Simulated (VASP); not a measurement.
# Cr3Cl (I4/mmm) in VASP: single point with PBE

Aim: the single point of Cr3Cl with PBE.

Everything below comes from runs of VASP 6.6.1. Logs are shortened: lines on timing, memory, paths and dates and some standing lists are left out, and cuts for length are marked.

### 1 The cell of the first run

The structure is tetragonal, space group I4/mmm (No. 139). Conventional cell: a = 4.029 Å, b = 4.029 Å, c = 7.734 Å, α = 90.00°, β = 90.00°, γ = 90.00°. Cr (site symmetry 4/mmm) has 8 Cr at 2.79 Å and 4 Cl at 2.85 Å within 3.7 Å. Within 3.7 Å of Cr (site symmetry -4m2) lie 8 Cr at 2.79 to 2.85 Å and 4 Cl at 2.79 Å. Cl (site symmetry 4/mmm) has 12 Cr at 2.79 to 2.85 Å within 3.7 Å.

### 2 Single point, PBE, collinear spin, ferrimagnetic start

The input, INCAR:

```
ALGO     = Normal         # electronic algorithm
EDIFF    = 1E-6           # SCF threshold, eV
ENCUT    = 500            # plane-wave cutoff, eV
GGA      = PE             # functional
GGA_COMPAT= F            
ISIF     = 2              # what is computed and relaxed
ISMEAR   = 0              # smearing method
ISPIN    = 2              # spin polarisation
KPAR     = 4            
LASPH    = T              # aspherical terms in the spheres
LCHARG   = T              # write CHGCAR
LMAXMIX  = 4              # l up to which the mixer works
LORBIT   = 11             # projections on sites
LREAL    = F              # projectors in reciprocal space
LVHAR    = T            
LWAVE    = F              # write WAVECAR
MAGMOM   = -3.52 3.64 3.64 0 # initial moments
NBANDS   = 34             # bands
NELM     = 200            # most SCF steps
PREC     = Accurate       # precision mode
SIGMA    = 0.1            # smearing width, eV
```

The input, KPOINTS:

```
k-points
0
Gamma
  16 16 16
```

The input, POSCAR:

```
Cr3Cl
1.0
   -2.0146919718      2.0146919718      3.8667610600
    2.0146919718     -2.0146919718      3.8667610600
    2.0146919718      2.0146919718     -3.8667610600
Cr Cl
3 1
Direct
    0.5000000000      0.5000000000      0.0000000000
    0.2500000000      0.7500000000      0.5000000000
    0.7500000000      0.2500000000      0.5000000000
    0.0000000000      0.0000000000      0.0000000000
```

Potentials or basis: VASP PAW PBE potentials, release 64 (Cr_pv, Cl).

On the command line:

```console
$ cat potpaw_PBE.64/Cr_pv/POTCAR potpaw_PBE.64/Cl/POTCAR > POTCAR
$ mpirun -np 4 vasp_std > vasp.out
```

OUTCAR:

```text
EDIFF = 1E-6
   ENCUT = 500
   GGA = PE
   ISIF = 2
   ISMEAR = 0
   ISPIN = 2
   LASPH = T
   LORBIT = 11
   LREAL = F
   NELM = 200
   PREC = Accurate

 ion  position               nearest neighbor table
   1  0.500  0.500  0.000-   2 2.79   3 2.79   2 2.79   3 2.79   2 2.79   3 2.79   2 2.79   3 2.79
                             4 2.85   4 2.85   4 2.85   4 2.85
   2  0.250  0.750  0.500-   1 2.79   4 2.79   1 2.79   4 2.79   4 2.79   1 2.79   4 2.79   1 2.79
                             3 2.85   3 2.85   3 2.85   3 2.85
   3  0.750  0.250  0.500-   1 2.79   4 2.79   1 2.79   4 2.79   1 2.79   4 2.79   1 2.79   4 2.79
                             2 2.85   2 2.85   2 2.85   2 2.85
   4  0.000  0.000  0.000-   2 2.79   3 2.79   2 2.79   3 2.79   3 2.79   2 2.79   3 2.79   2 2.79
                             1 2.85   1 2.85   1 2.85   1 2.85

  LATTYP: Found a body centered tetragonal cell.
 ALAT       =     4.0293839436
 C/A-ratio  =     1.9192815151

  Lattice vectors:

 A1 = (  -2.0146919718,   2.0146919718,   3.8667610600)
 A2 = (   2.0146919718,  -2.0146919718,   3.8667610600)
 A3 = (   2.0146919718,   2.0146919718,  -3.8667610600)

Analysis of symmetry for initial positions (statically):
=====================================================================
 Subroutine PRICEL returns:
 Original cell was already a primitive cell.

 Routine SETGRP: Setting up the symmetry group for a
 body centered tetragonal supercell.

 Subroutine GETGRP returns: Found 16 space group operations
 (whereof 16 operations were pure point group operations)
 out of a pool of 16 trial point group operations.

The static configuration has the point symmetry D_4h.

Analysis of symmetry for dynamics (positions and initial velocities):
=====================================================================
 Subroutine PRICEL returns:
 Original cell was already a primitive cell.

 Routine SETGRP: Setting up the symmetry group for a
 body centered tetragonal supercell.

 Subroutine GETGRP returns: Found 16 space group operations
 (whereof 16 operations were pure point group operations)
 out of a pool of 16 trial point group operations.

The dynamic configuration has the point symmetry D_4h.

Analysis of structural, dynamic, and magnetic symmetry:
=====================================================================
 Subroutine PRICEL returns:
 Original cell was already a primitive cell.

 Routine SETGRP: Setting up the symmetry group for a
 body centered tetragonal supercell.

 Subroutine GETGRP returns: Found 16 space group operations
 (whereof 16 operations were pure point group operations)
 out of a pool of 16 trial point group operations.

The overall configuration has the point symmetry D_4h.

 Subroutine INISYM returns: Found 16 space group operations
 (whereof 16 operations are pure point group operations),
 and found     1 'primitive' translations

----------------------------------------------------------------------------------------

                                     Primitive cell

  volume of cell :      62.7805

  direct lattice vectors                    reciprocal lattice vectors
    -2.014691972  2.014691972  3.866761060     0.000000000  0.248176896  0.129307188
     2.014691972 -2.014691972  3.866761060     0.248176896  0.000000000  0.129307188
     2.014691972  2.014691972 -3.866761060     0.248176896  0.248176896  0.000000000

  length of vectors
     4.803104057  4.803104057  4.803104057     0.279843029  0.279843029  0.350975132

  position of ions in fractional coordinates (direct lattice)
     0.500000000  0.500000000  0.000000000
     0.250000000  0.750000000  0.500000000
     0.750000000  0.250000000  0.500000000
     0.000000000  0.000000000  0.000000000

  ion indices of the primitive-cell ions
   primitive index   ion index
                 1           1
                 2           2
                 3           3
                 4           4

----------------------------------------------------------------------------------------

 KPOINTS: k-points

Automatic generation of k-mesh.
 Grid dimensions read from file:
 generate k-points for:   16   16   16

 Generating k-lattice:

  Cartesian coordinates                     Fractional coordinates (reciprocal lattice)
     0.000000000  0.015511056  0.008081699     0.062500000  0.000000000 -0.000000000
     0.015511056  0.000000000  0.008081699     0.000000000  0.062500000 -0.000000000
     0.015511056  0.015511056  0.000000000     0.000000000  0.000000000  0.062500000

  Length of vectors
     0.017490189  0.017490189  0.021935946

  Shift w.r.t. Gamma in fractional coordinates (k-lattice)
     0.000000000  0.000000000  0.000000000

 Subroutine IBZKPT returns following result:
 ===========================================

 Found    349 irreducible k-points:

 Following reciprocal coordinates:
            Coordinates               Weight
  0.000000  0.000000  0.000000      1.000000
  0.062500  0.000000 -0.000000      8.000000
  0.125000  0.000000 -0.000000      8.000000
  0.187500  0.000000 -0.000000      8.000000
  0.250000  0.000000 -0.000000      8.000000
  0.312500  0.000000  0.000000      8.000000
[... 16 lines left out ...]
 -0.125000  0.062500  0.000000     16.000000
 -0.062500  0.062500  0.000000      4.000000
 [... further k-points ...]
   k-points           NKPTS =    349   k-points in BZ     NKDIM =    349   number of bands    NBANDS=     34
   number of dos      NEDOS =    301   number of ions     NIONS =      4
   total plane-waves  NPLWV =  46656
   dimension x,y,z NGX =    36 NGY =   36 NGZ =   36
   dimension x,y,z NGXF=    72 NGYF=   72 NGZF=   72
   ions per type =               3   1
   NGX,Y,Z   is equivalent  to a cutoff of  12.46, 12.46, 12.46 a.u.
   NGXF,Y,Z  is equivalent  to a cutoff of  24.92, 24.92, 24.92 a.u.
 SYSTEM =  unknown system
   PREC   = accura    normal or accurate (medium, high low for compatibility)
   ISTART =      0    job   : 0-new  1-cont  2-samecut
   ICHARG =      2    charge: 1-file 2-atom 10-const
   ISPIN  =      2    spin polarized calculation?
   LNONCOLLINEAR =      F non collinear calculations
   LSORBIT =      F    spin-orbit coupling
   LASPH  =      T    aspherical Exc in radial PAW
   ENCUT  =  500.0 eV  36.75 Ry    6.06 a.u.   8.76  8.76  8.76*2*pi/ulx,y,z
   NELM   =    200;   NELMIN=  2; NELMDL= -5     # of ELM steps
   EDIFF  = 0.1E-05   stopping-criterion for ELM
   LREAL  =      F    real-space projection
   EDIFFG = 0.1E-04   stopping-criterion for IOM
   NSW    =      0    number of steps for IOM
   IBRION =     -1    ionic relax: 0-MD 1-quasi-New 2-CG
   NFREE  =      0    steps in history (QN), initial steepest desc. (CG)
   ISIF   =      2    stress and relaxation
   ISYM   =      2    0-nonsym 1-usesym 2-fastsym
   POTIM  = 0.5000    time-step for ionic-motion
   TEBEG  =    0.0;   TEEND  =   0.0 temperature during run
   PSTRESS=    0.0 pullay stress
   NELECT =      43.0000    total number of electrons
   NUPDOWN=      -1.0000    fix difference up-down
   EMIN   =  10.00;   EMAX   =-10.00  energy-range for DOS
   EFERMI =   0.00;   METHOD = LEGACY
   ISMEAR =     0;   SIGMA  =   0.10  broadening in eV -4-tet -1-fermi 0-gaus
   EFERMI_NEDOS =   21; number of points for ismear=-14 and -15
   IALGO  =     38    algorithm
   IMIX   =      4    mixing-type and parameters
     AMIX     =   0.40;   BMIX     =  1.00
     AMIX_MAG =   1.60;   BMIX_MAG =  1.00
  volume/ion in A,a.u.               =      15.70       105.92
  Fermi-wavevector in a.u.,A,eV,Ry     =   1.443077  2.727020 28.333732  2.082471
  Thomas-Fermi vector in A             =   2.561525
   LORBIT       =     11    0 simple, 1 ext, 2 COOP (PROOUT), +10 PAW based schemes
   GGA     = PE    functional components
   LHFCALC =     F    Hartree Fock is set to
   AEXX    =    0.0000 exact exchange contribution
   IVDW    =     0    specifies the selected vdW correction
   LEPSILON=     F    determine dielectric tensor
   LRPA    =     F    only Hartree local field effects (RPA)
 spin polarized calculation
 Gauss-broadening in eV      SIGMA  =   0.10
  energy-cutoff  :      500.00
  volume of cell :       62.78
 maximum number of plane-waves:      1618
   NGX = 17   NGY = 17   NGZ = 17

 number of electron      43.0000018 magnetization       3.7500595

 Free energy of the ion-electron system (eV)
  ---------------------------------------------------
  ext. energy  EPLUGINS =         0.00000000
  ---------------------------------------------------
  free energy    TOTEN  =       -27.11970194 eV

  energy without entropy =      -27.10325925  energy(sigma->0) =      -27.11148060

 E-fermi :   8.0560     XC(G=0): -11.5729

 val. band max:        8.0554840588   @ k =  -0.3125  -0.3750   0.1250
 cond. band min:       8.0561788644   @ k =  -0.2500  -0.2500   0.1875
 fundamental gap:      0.0006948056
 Fermi energy:         8.0559602126

 spin component 1

 k-point     1 :       0.0000    0.0000    0.0000
  band No.  band energies     occupation
      1     -35.8528      1.00000
      2     -35.8528      1.00000
      3     -35.7653      1.00000
      4     -35.7333      1.00000
      5     -35.7121      1.00000
      6     -35.7121      1.00000
[... 853 lines left out ...]
     32      14.3746      0.00000
     33      14.4669      0.00000

 [... further k-points ...]

 spin component 2

 k-point     1 :       0.0000    0.0000    0.0000
  band No.  band energies     occupation
      1     -35.8455      1.00000
      2     -35.8455      1.00000
      3     -35.7914      1.00000
      4     -32.5403      1.00000
      5     -32.5403      1.00000
      6     -32.3851      1.00000
[... 853 lines left out ...]
     32      13.7677      0.00000
     33      14.2487      0.00000

 [... further k-points ...]

 [bands above 33 left out]

------------------------ aborting loop because EDIFF is reached ----------------------------------------

  FORCE on cell =-STRESS in cart. coord.  units (eV):
  Direction    XX          YY          ZZ          XY          YZ          ZX
  --------------------------------------------------------------------------------------
  -------------------------------------------------------------------------------------
  Total        0.0558848      0.0558848      0.0668593      0.0000000      0.0000000      0.0000000
  in kB        1.4261969      1.4261969      1.7062694      0.0000000      0.0000000      0.0000000
  external PRESSURE =       1.5195544 kB  Pullay stress =       0.0000000 kB

 VOLUME and BASIS-vectors are now :
 -----------------------------------------------------------------------------
  energy-cutoff  :      500.00
  volume of cell :       62.78
      direct lattice vectors                 reciprocal lattice vectors
    -2.014691972  2.014691972  3.866761060     0.000000000  0.248176896  0.129307188
     2.014691972 -2.014691972  3.866761060     0.248176896  0.000000000  0.129307188
     2.014691972  2.014691972 -3.866761060     0.248176896  0.248176896  0.000000000

 POSITION                                       TOTAL-FORCE (eV/Angst)
 -----------------------------------------------------------------------------------
      0.00000      0.00000      3.86676         0.000000     -0.000000     -0.000000
      2.01469     -0.00000      1.93338        -0.000000     -0.000000      0.000000
     -0.00000      2.01469      1.93338        -0.000000      0.000000     -0.000000
      0.00000      0.00000      0.00000         0.000000     -0.000000     -0.000000
 -----------------------------------------------------------------------------------
    total drift:                               -0.000000      0.000000      0.000000

  FREE ENERGIE OF THE ION-ELECTRON SYSTEM (eV)
  ---------------------------------------------------
  free  energy   TOTEN  =       -27.1197019389 eV

  energy  without entropy=      -27.1032592534  energy(sigma->0) =      -27.11148060

 total charge

# of ion       s       p       d       tot
------------------------------------------
    1        0.332   6.181   4.131  10.644
    2        0.304   6.158   4.154  10.617
    3        0.304   6.158   4.154  10.617
    4        1.648   3.340   0.000   4.988
--------------------------------------------------
tot          2.588  21.838  12.440  36.865

 magnetization (x)

# of ion       s       p       d       tot
------------------------------------------
    1       -0.083  -0.026  -3.145  -3.254
    2        0.047   0.018   3.303   3.368
    3        0.047   0.018   3.303   3.368
    4        0.009   0.002   0.000   0.010
--------------------------------------------------
tot          0.019   0.013   3.461   3.492
```

Run time: 2.9 min. Hardware: 4 MPI ranks of Intel Xeon 6975P-C (Granite Rapids), shared host; peak memory 0.95 GiB.

Results:

* Free energy: -27.1197 eV
* Pressure: 0.2 GPa
* Net moment: 3.75 μB per cell
* Site moments: Cr -3.25, +3.37 (each value once); Cl +0.01 μB
* Valence electrons inside the program's atomic spheres: Cr 10.64, 10.62 (each value once); Cl 4.99
